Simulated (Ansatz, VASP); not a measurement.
# Cd in VASP and in Ansatz

Contents of INCAR:

```
SYSTEM = Cd
PREC     = Accurate       ! precision mode
ENCUT    = 630            ! plane-wave cutoff, eV
EDIFF    = 1E-6           ! SCF threshold, eV
ISMEAR   = 0              ! smearing method
SIGMA    = 0.6            ! smearing width, eV
LREAL    = .False.        ! projectors in reciprocal space
LASPH    = .True.         ! aspherical terms in the spheres
NELM     = 120            ! most SCF steps
ALGO     = Normal         ! electronic algorithm
ISIF     = 2              ! what is computed and relaxed
LWAVE    = .False.        ! write WAVECAR
LCHARG   = .False.        ! write CHGCAR
GGA      = CA             ! functional
NBANDS   = 27             ! bands
GGA_COMPAT= .False.
```

The input KPOINTS:

```
Automatic mesh
0
Gamma
  13 13 6
  0 0 0
```

File POSCAR:

```
Cd
1.0
    2.8818641727      0.0000000000      0.0000000000
   -1.4409320863      2.4957675838      0.0000000000
    0.0000000000      0.0000000000      5.6383707528
Cd
2
Direct
    0.3333333333      0.6666666667      0.2500000000
    0.6666666667      0.3333333333      0.7500000000
```

Input for Ansatz:

```yaml
crystal:
  lattice:
    - [2.8818641727, 0.0, 0.0]
    - [-1.4409320863, 2.4957675838, 0.0]
    - [0.0, 0.0, 5.6383707528]
  atoms:
    - { symbol: Cd, position: [0.3333333333, 0.6666666667, 0.25] }
    - { symbol: Cd, position: [0.6666666667, 0.3333333333, 0.75] }
hamiltonian:
  xc: lda
  pseudopotentials:
    kind: paw
    azcp:
      Cd: "pseudopotentials/Cd.paw.azcp"
basis:
  ecutwfc: 420
  fft_grid_basis: typed
kpoints:
  mp_grid: { grid: [13, 13, 6], shift: [0, 0, 0] }
magnetization:
  spin_polarized: false
scf:
  occupations: { method: gaussian, width: 0.6 }
  lower_state_search: "off"
output:
  stress: true
  write_density: true
  write_potential: true
  elf: true
  volumetric_format: npy
```

Alike in both runs: task single point; functional LDA; k mesh 13 × 13 × 6; occupations gaussian, width 0.6 eV; no spin polarisation.

|  | VASP | Ansatz |
| --- | --- | --- |
| version | VASP 6.6.1 | Ansatz 0.2.0 |
| potentials or method | VASP PAW LDA potentials, release 64 (Cd_sv_GW), cutoff 630 eV | plane waves (420 eV) with PAW, scalar-relativistic |
| valence electrons in the cell | 40 | 40 |

|  | VASP | Ansatz | Ansatz less VASP |
| --- | --- | --- | --- |
| pressure (GPa) | 0.2 | 0.3 | +0.07 |
| traceless stress, the component that is largest in VASP (GPa) | -1.56 | -1.42 | +0.136 |

Ansatz warns that its potentials were made for another functional, while VASP's fit it. LDA's correlation is that of Perdew and Zunger in VASP and of Perdew and Wang (1992) in Ansatz.
